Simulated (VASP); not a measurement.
# Tl3Hg3Mo (Pm-3m) in VASP: single point with PBE

Aim: the single point of Tl3Hg3Mo with PBE.

Everything below comes from runs of VASP 6.6.1. Logs are shortened: lines on timing, memory, paths and dates and some standing lists are left out, and cuts for length are marked.

### Step 1. The cell of the first run

The structure is cubic, space group Pm-3m (No. 221). Conventional cell: a = 6.120 Å, b = 6.120 Å, c = 6.120 Å, α = 90.00°, β = 90.00°, γ = 90.00°. Within 4.0 Å of Tl (site symmetry 4/mmm) lie 4 Hg at 3.06 Å and 2 Mo at 3.06 Å. Within 4.0 Å of Hg (site symmetry 4/mmm) lie 4 Tl at 3.06 Å. Mo (site symmetry m-3m) has 6 Tl at 3.06 Å within 4.0 Å.

The cell was built from a structure type or drawn by symmetry, and may not be a known phase.

### Step 2. Single point, PBE

Contents of INCAR:

```
PREC = Accurate
ENCUT = 520
EDIFF = 1E-7
ISMEAR = 0
SIGMA = 0.1
LREAL = False
LASPH = True
NELM = 100
ALGO = Fast
ISIF = 2
LWAVE = False
LCHARG = True
GGA = PE
LELF = True
LVHAR = True
NBANDS = 54
```

Contents of KPOINTS:

```
Automatic mesh
0
Gamma
  4 4 4
```

Contents of POSCAR:

```
Tl3Hg3Mo
1.0
    6.1197126200      0.0000000000      0.0000000000
    0.0000000000      6.1197126200      0.0000000000
    0.0000000000      0.0000000000      6.1197126200
Tl Hg Mo
3 3 1
Direct
    0.0000000000      0.5000000000      0.5000000000
    0.5000000000      0.0000000000      0.5000000000
    0.5000000000      0.5000000000      0.0000000000
    0.5000000000      0.0000000000      0.0000000000
    0.0000000000      0.5000000000      0.0000000000
    0.0000000000      0.0000000000      0.5000000000
    0.5000000000      0.5000000000      0.5000000000
```

Potentials or basis: VASP PAW PBE potentials, release 64 (Tl_d, Hg, Mo_sv).

Launch:

```sh
$ cat potpaw_PBE.64/Tl_d/POTCAR potpaw_PBE.64/Hg/POTCAR potpaw_PBE.64/Mo_sv/POTCAR > POTCAR
$ mpirun -np 1 vasp_std > vasp.out
```

OUTCAR:

```text
PREC = Accurate
   ENCUT = 520
   EDIFF = 1E-7
   ISMEAR = 0
   LREAL = False
   LASPH = True
   NELM = 100
   ISIF = 2
   GGA = PE

 ion  position               nearest neighbor table
   1  0.000  0.500  0.500-   5 3.06   6 3.06   7 3.06   5 3.06   6 3.06   7 3.06
   2  0.500  0.000  0.500-   4 3.06   6 3.06   7 3.06   4 3.06   7 3.06   6 3.06
   3  0.500  0.500  0.000-   4 3.06   5 3.06   7 3.06   7 3.06   4 3.06   5 3.06
   4  0.500  0.000  0.000-   2 3.06   3 3.06   2 3.06   3 3.06
   5  0.000  0.500  0.000-   1 3.06   3 3.06   1 3.06   3 3.06
   6  0.000  0.000  0.500-   1 3.06   2 3.06   1 3.06   2 3.06
   7  0.500  0.500  0.500-   1 3.06   2 3.06   3 3.06   3 3.06   2 3.06   1 3.06

  LATTYP: Found a simple cubic cell.
 ALAT       =     6.1197126200

  Lattice vectors:

 A1 = (   6.1197126200,   0.0000000000,   0.0000000000)
 A2 = (   0.0000000000,   6.1197126200,   0.0000000000)
 A3 = (   0.0000000000,   0.0000000000,   6.1197126200)

Analysis of symmetry for initial positions (statically):
=====================================================================
 Subroutine PRICEL returns:
 Original cell was already a primitive cell.

 Routine SETGRP: Setting up the symmetry group for a
 simple cubic supercell.

 Subroutine GETGRP returns: Found 48 space group operations
 (whereof 48 operations were pure point group operations)
 out of a pool of 48 trial point group operations.

The static configuration has the point symmetry O_h .

Analysis of symmetry for dynamics (positions and initial velocities):
=====================================================================
 Subroutine PRICEL returns:
 Original cell was already a primitive cell.

 Routine SETGRP: Setting up the symmetry group for a
 simple cubic supercell.

 Subroutine GETGRP returns: Found 48 space group operations
 (whereof 48 operations were pure point group operations)
 out of a pool of 48 trial point group operations.

The dynamic configuration has the point symmetry O_h .

 Subroutine INISYM returns: Found 48 space group operations
 (whereof 48 operations are pure point group operations),
 and found     1 'primitive' translations

----------------------------------------------------------------------------------------

                                     Primitive cell

  volume of cell :     229.1886

  direct lattice vectors                    reciprocal lattice vectors
     6.119712620  0.000000000  0.000000000     0.163406366  0.000000000  0.000000000
     0.000000000  6.119712620  0.000000000     0.000000000  0.163406366  0.000000000
     0.000000000  0.000000000  6.119712620     0.000000000  0.000000000  0.163406366

  length of vectors
     6.119712620  6.119712620  6.119712620     0.163406366  0.163406366  0.163406366

  position of ions in fractional coordinates (direct lattice)
     0.000000000  0.500000000  0.500000000
     0.500000000  0.000000000  0.500000000
     0.500000000  0.500000000  0.000000000
     0.500000000  0.000000000  0.000000000
     0.000000000  0.500000000  0.000000000
     0.000000000  0.000000000  0.500000000
     0.500000000  0.500000000  0.500000000

  ion indices of the primitive-cell ions
   primitive index   ion index
                 1           1
                 2           2
                 3           3
                 4           4
                 5           5
                 6           6
                 7           7

----------------------------------------------------------------------------------------

 KPOINTS: Automatic mesh

Automatic generation of k-mesh.
 Grid dimensions read from file:
 generate k-points for:    4    4    4

 Generating k-lattice:

  Cartesian coordinates                     Fractional coordinates (reciprocal lattice)
     0.040851591  0.000000000  0.000000000     0.250000000  0.000000000  0.000000000
     0.000000000  0.040851591  0.000000000     0.000000000  0.250000000  0.000000000
     0.000000000  0.000000000  0.040851591     0.000000000  0.000000000  0.250000000

  Length of vectors
     0.040851591  0.040851591  0.040851591

  Shift w.r.t. Gamma in fractional coordinates (k-lattice)
     0.000000000  0.000000000  0.000000000

 Subroutine IBZKPT returns following result:
 ===========================================

 Found     10 irreducible k-points:

 Following reciprocal coordinates:
            Coordinates               Weight
  0.000000  0.000000  0.000000      1.000000
  0.250000  0.000000  0.000000      6.000000
  0.500000  0.000000  0.000000      3.000000
  0.250000  0.250000  0.000000     12.000000
  0.500000  0.250000  0.000000     12.000000
  0.500000  0.500000  0.000000      3.000000
  0.250000  0.250000  0.250000      8.000000
  0.500000  0.250000  0.250000     12.000000
  0.500000  0.500000  0.250000      6.000000
  0.500000  0.500000  0.500000      1.000000
   k-points           NKPTS =     10   k-points in BZ     NKDIM =     10   number of bands    NBANDS=     54
   number of dos      NEDOS =    301   number of ions     NIONS =      7
   total plane-waves  NPLWV = 110592
   dimension x,y,z NGX =    48 NGY =   48 NGZ =   48
   dimension x,y,z NGXF=    96 NGYF=   96 NGZF=   96
   ions per type =               3   3   1
   NGX,Y,Z   is equivalent  to a cutoff of  13.04, 13.04, 13.04 a.u.
   NGXF,Y,Z  is equivalent  to a cutoff of  26.08, 26.08, 26.08 a.u.
 SYSTEM =  unknown system
   PREC   = accura    normal or accurate (medium, high low for compatibility)
   ISTART =      0    job   : 0-new  1-cont  2-samecut
   ICHARG =      2    charge: 1-file 2-atom 10-const
   ISPIN  =      1    spin polarized calculation?
   LNONCOLLINEAR =      F non collinear calculations
   LSORBIT =      F    spin-orbit coupling
   LASPH  =      T    aspherical Exc in radial PAW
   ENCUT  =  520.0 eV  38.22 Ry    6.18 a.u.  11.38 11.38 11.38*2*pi/ulx,y,z
   NELM   =    100;   NELMIN=  2; NELMDL= -5     # of ELM steps
   EDIFF  = 0.1E-06   stopping-criterion for ELM
   LREAL  =      F    real-space projection
   EDIFFG = 0.1E-05   stopping-criterion for IOM
   NSW    =      0    number of steps for IOM
   IBRION =     -1    ionic relax: 0-MD 1-quasi-New 2-CG
   NFREE  =      0    steps in history (QN), initial steepest desc. (CG)
   ISIF   =      2    stress and relaxation
   ISYM   =      2    0-nonsym 1-usesym 2-fastsym
   POTIM  = 0.5000    time-step for ionic-motion
   TEBEG  =    0.0;   TEEND  =   0.0 temperature during run
   PSTRESS=    0.0 pullay stress
   NELECT =      89.0000    total number of electrons
   NUPDOWN=      -1.0000    fix difference up-down
   EMIN   =  10.00;   EMAX   =-10.00  energy-range for DOS
   EFERMI =   0.00;   METHOD = LEGACY
   ISMEAR =     0;   SIGMA  =   0.10  broadening in eV -4-tet -1-fermi 0-gaus
   EFERMI_NEDOS =   21; number of points for ismear=-14 and -15
   IALGO  =     68    algorithm
   IMIX   =      4    mixing-type and parameters
     AMIX     =   0.40;   BMIX     =  1.00
     AMIX_MAG =   1.60;   BMIX_MAG =  1.00
  volume/ion in A,a.u.               =      32.74       220.95
  Fermi-wavevector in a.u.,A,eV,Ry     =   1.194374  2.257040 19.409120  1.426530
  Thomas-Fermi vector in A             =   2.330366
   LORBIT       =      0    0 simple, 1 ext, 2 COOP (PROOUT), +10 PAW based schemes
   GGA     = PE    functional components
   LHFCALC =     F    Hartree Fock is set to
   AEXX    =    0.0000 exact exchange contribution
   IVDW    =     0    specifies the selected vdW correction
   LEPSILON=     F    determine dielectric tensor
   LRPA    =     F    only Hartree local field effects (RPA)
 non-spin polarized calculation
 RMM-DIIS sequential band-by-band and
 Gauss-broadening in eV      SIGMA  =   0.10
  energy-cutoff  :      520.00
  volume of cell :      229.19
 maximum number of plane-waves:      6198
 NGX is ok and might be reduce to    48
   NGX = 23   NGY = 23   NGZ = 23

 number of electron      89.0000015 magnetization

 Free energy of the ion-electron system (eV)
  ---------------------------------------------------
  ext. energy  EPLUGINS =         0.00000000
  ---------------------------------------------------
  free energy    TOTEN  =       -13.77280919 eV

  energy without entropy =      -13.68967920  energy(sigma->0) =      -13.73124419

 E-fermi :   2.9294     XC(G=0):  -9.1454

 val. band max:        2.9210282164   @ k =   0.2500   0.2500   0.2500
 cond. band min:       2.9438124886   @ k =   0.5000   0.2500   0.2500
 fundamental gap:      0.0227842722
 Fermi energy:         2.9294192488

 k-point     1 :       0.0000    0.0000    0.0000
  band No.  band energies     occupation
      1     -57.7917      2.00000
      2     -31.8550      2.00000
      3     -31.8550      2.00000
      4     -31.8550      2.00000
      5      -8.2978      2.00000
      6      -8.2978      2.00000
[... 46 lines left out ...]
     53       5.4661      0.00000
     54       5.4661      0.00000

 k-point     2 :       0.2500    0.0000    0.0000
  band No.  band energies     occupation
      1     -57.7916      2.00000
      2     -31.8555      2.00000
      3     -31.8550      2.00000
      4     -31.8550      2.00000
      5      -8.2806      2.00000
      6      -8.2718      2.00000
[... 46 lines left out ...]
     53       5.6950      0.00000
     54       6.0733      0.00000

 k-point     3 :       0.5000    0.0000    0.0000
  band No.  band energies     occupation
      1     -57.7916      2.00000
      2     -31.8560      2.00000
      3     -31.8550      2.00000
      4     -31.8550      2.00000
      5      -8.2688      2.00000
      6      -8.2508      2.00000
[... 46 lines left out ...]
     53       6.0770      0.00000
     54       7.1264      0.00000

 k-point     4 :       0.2500    0.2500    0.0000
  band No.  band energies     occupation
      1     -57.7916      2.00000
      2     -31.8555      2.00000
      3     -31.8555      2.00000
      4     -31.8550      2.00000
      5      -8.2566      2.00000
      6      -8.2497      2.00000
[... 46 lines left out ...]
     53       6.0302      0.00000
     54       6.4986      0.00000

 k-point     5 :       0.5000    0.2500    0.0000
  band No.  band energies     occupation
      1     -57.7916      2.00000
      2     -31.8560      2.00000
      3     -31.8555      2.00000
      4     -31.8550      2.00000
      5      -8.2431      2.00000
      6      -8.2305      2.00000
[... 46 lines left out ...]
     53       6.4982      0.00000
     54       7.3524      0.00000

 k-point     6 :       0.5000    0.5000    0.0000
  band No.  band energies     occupation
      1     -57.7916      2.00000
      2     -31.8560      2.00000
      3     -31.8560      2.00000
      4     -31.8550      2.00000
      5      -8.2224      2.00000
      6      -8.2224      2.00000
[... 46 lines left out ...]
     53       7.7097      0.00000
     54       7.7105      0.00000

 k-point     7 :       0.2500    0.2500    0.2500
  band No.  band energies     occupation
      1     -57.7916      2.00000
      2     -31.8555      2.00000
      3     -31.8555      2.00000
      4     -31.8555      2.00000
      5      -8.2250      2.00000
      6      -8.2250      2.00000
[... 46 lines left out ...]
     53       6.0422      0.00000
     54       7.1956      0.00000

 k-point     8 :       0.5000    0.2500    0.2500
  band No.  band energies     occupation
      1     -57.7916      2.00000
      2     -31.8560      2.00000
      3     -31.8555      2.00000
      4     -31.8555      2.00000
      5      -8.2121      2.00000
      6      -8.1985      2.00000
[... 46 lines left out ...]
     53       7.5380      0.00000
     54       7.8201      0.00000

 k-point     9 :       0.5000    0.5000    0.2500
  band No.  band energies     occupation
      1     -57.7916      2.00000
      2     -31.8560      2.00000
      3     -31.8560      2.00000
      4     -31.8555      2.00000
      5      -8.1863      2.00000
      6      -8.1863      2.00000
[... 46 lines left out ...]
     53       8.0826      0.00000
     54       8.0928      0.00000

 k-point    10 :       0.5000    0.5000    0.5000
  band No.  band energies     occupation
      1     -57.7916      2.00000
      2     -31.8560      2.00000
      3     -31.8560      2.00000
      4     -31.8560      2.00000
      5      -8.1544      2.00000
      6      -8.1544      2.00000
[... 46 lines left out ...]
     53       8.3632      0.00000
     54       8.5044      0.00000

------------------------ aborting loop because EDIFF is reached ----------------------------------------

  FORCE on cell =-STRESS in cart. coord.  units (eV):
  Direction    XX          YY          ZZ          XY          YZ          ZX
  --------------------------------------------------------------------------------------
  -------------------------------------------------------------------------------------
  Total       -2.1704036     -2.1704036     -2.1704036      0.0000000     -0.0000000      0.0000000
  in kB      -15.1725296    -15.1725296    -15.1725296      0.0000000     -0.0000000      0.0000000
  external PRESSURE =     -15.1725296 kB  Pullay stress =       0.0000000 kB

 VOLUME and BASIS-vectors are now :
 -----------------------------------------------------------------------------
  energy-cutoff  :      520.00
  volume of cell :      229.19
      direct lattice vectors                 reciprocal lattice vectors
     6.119712620  0.000000000  0.000000000     0.163406366  0.000000000  0.000000000
     0.000000000  6.119712620  0.000000000     0.000000000  0.163406366  0.000000000
     0.000000000  0.000000000  6.119712620     0.000000000  0.000000000  0.163406366

 POSITION                                       TOTAL-FORCE (eV/Angst)
 -----------------------------------------------------------------------------------
      0.00000      3.05986      3.05986         0.000000      0.000000      0.000000
      3.05986      0.00000      3.05986         0.000000      0.000000      0.000000
      3.05986      3.05986      0.00000         0.000000      0.000000      0.000000
      3.05986      0.00000      0.00000         0.000000      0.000000      0.000000
      0.00000      3.05986      0.00000         0.000000      0.000000      0.000000
      0.00000      0.00000      3.05986         0.000000      0.000000      0.000000
      3.05986      3.05986      3.05986         0.000000      0.000000      0.000000
 -----------------------------------------------------------------------------------
    total drift:                                0.000000      0.000000      0.000000

  FREE ENERGIE OF THE ION-ELECTRON SYSTEM (eV)
  ---------------------------------------------------
  free  energy   TOTEN  =       -13.7728091890 eV

  energy  without entropy=      -13.6896791984  energy(sigma->0) =      -13.73124419
```

It took 4.8 min on 1 thread of AMD EPYC 7R13, shared host; peak memory 0.36 GiB.

Results:

* Free energy: -13.7728 eV
* Pressure: -1.5 GPa
* Band gap on the k mesh: zero (an odd number of electrons rules out a gap without spin polarisation)

Caveat: spin-orbit coupling is left out, which moves the levels of the heavy elements.
